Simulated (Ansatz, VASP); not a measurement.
## One calculation of Au, two programs

The input INCAR:

```
ALGO = Normal ; EDIFF = 1E-6
ENCUT = 520 ; GGA = PS
ISIF = 2 ; ISMEAR = 0
LASPH = T ; LCHARG = F
LREAL = F ; LWAVE = F
NBANDS = 12 ; NELM = 100
PREC = Accurate ; SIGMA = 0.15
```

KPOINTS

```
k-points
0
Gamma
  20 20 20
```

POSCAR

```
Au
1.0
    0.0000000000      2.0455000000      2.0966375000
    2.0455000000      0.0000000000      2.0966375000
    2.0455000000      2.0455000000      0.0000000000
Au
1
Direct
    0.0000000000      0.0000000000      0.0000000000
```

Input for Ansatz:

```yaml
crystal:
  lattice:
    - [0.0, 2.0455, 2.0966375]
    - [2.0455, 0.0, 2.0966375]
    - [2.0455, 2.0455, 0.0]
  atoms:
    - { symbol: Au, position: [0.0, 0.0, 0.0] }
basis:
  ecutwfc: 420
kpoints:
  mp_grid: { grid: [20, 20, 20] }
hamiltonian:
  xc: pbesol
scf:
  occupations: { method: gaussian, width: 0.15 }
output:
  forces: true
  stress: true
  eigenvalues: true
```

Change from the starting cell: strain +0.000 along x and y, +0.025 along z, atoms carried along.

Alike in both runs: task single point; functional PBEsol; k mesh 20 × 20 × 20; occupations gaussian, width 0.15 eV; no spin polarisation.

```csv
,VASP,Ansatz
version,VASP 6.6.1,Ansatz 0.2.0
potentials or method,"VASP PAW PBE potentials, release 64 (Au), cutoff 520 eV","scalar-relativistic, plane waves, PAW"
valence electrons in the cell,11,19
```

|  | VASP | Ansatz | Ansatz less VASP |
| --- | --- | --- | --- |
| gap on the k mesh at the Fermi level (eV) | none | none | - |
| pressure (GPa) | -5.1 | -4.8 | +0.26 |
| traceless stress, the component that is largest in VASP (GPa) | -0.50 | -0.49 | +0.005 |

VASP's potentials were made for PBE, not for PBEsol. A gap of «none» marks a metal or a gap that the smearing closes. VASP's potentials hold 11 valence electrons a cell and Ansatz's 19, so a difference there can come from the potentials and not from the codes.

Spin-orbit coupling is off throughout.
